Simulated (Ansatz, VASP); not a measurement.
## MgO in VASP and in Ansatz

INCAR

```
SYSTEM = MgO
ALGO = Normal
EDIFF = 1E-6
ENCUT = 600
GGA = PE
GGA_COMPAT = .False.
ISIF = 2
ISMEAR = 0
LASPH = .True.
LCHARG = .False.
LREAL = .False.
LWAVE = .False.
NBANDS = 16
NELM = 120
PREC = Accurate
SIGMA = 0.01
```

The input KPOINTS:

```
k-points
0
Gamma
  2 2 2
  0 0 0
```

The input POSCAR:

```
MgO
1.0
    3.4840796084      0.0000000000      0.0000000000
   -1.7420398042      3.0173014497      0.0000000000
    0.0000000000      0.0000000000      4.1853171300
Mg O
2 2
Direct
    0.6666666667      0.3333333333      0.7500000000
    0.3333333333      0.6666666667      0.2500000000
    0.6666666667      0.3333333333      0.2500000000
    0.3333333333      0.6666666667      0.7500000000
```

Input for Ansatz:

```yaml
crystal:
  lattice:
    - [3.4840796084, 0.0, 0.0]
    - [-1.7420398042, 3.0173014497, 0.0]
    - [0.0, 0.0, 4.18531713]
  atoms:
    - { symbol: Mg, position: [0.6666666667, 0.3333333333, 0.75] }
    - { symbol: Mg, position: [0.3333333333, 0.6666666667, 0.25] }
    - { symbol: O, position: [0.6666666667, 0.3333333333, 0.25] }
    - { symbol: O, position: [0.3333333333, 0.6666666667, 0.75] }
kpoints:
  mp_grid: { grid: [2, 2, 2] }
hamiltonian:
  xc: pbe
scf:
  occupations: { method: fixed }
  n_extra_bands: 5
output:
  forces: true
  stress: true
  eigenvalues: true
```

Alike in both runs: task single point; functional PBE; k mesh 2 × 2 × 2; no spin polarisation.

|  | VASP | Ansatz |
| --- | --- | --- |
| version | VASP 6.6.1 | Ansatz 0.2.0 |
| potentials or method | VASP PAW PBE potentials, release 64 (Mg, O) | plane waves |
| plane-wave cutoff (eV) | 600 | 420 |
| occupations | gaussian, width 0.01 eV | fixed |
| valence electrons in the cell | 16 | 32 |

```csv
,VASP,Ansatz,Ansatz less VASP
gap on the k mesh at the Fermi level (eV),3.41,3.43,+0.015
pressure (GPa),3.9,4.6,+0.69
"traceless stress, the component that is largest in VASP (GPa)",-1.76,-1.64,+0.116
```

VASP's potentials hold 16 valence electrons a cell and Ansatz's 32, so a difference there can come from the potentials and not from the codes.

The k mesh is coarse, so the values compare programs but aren't converged.
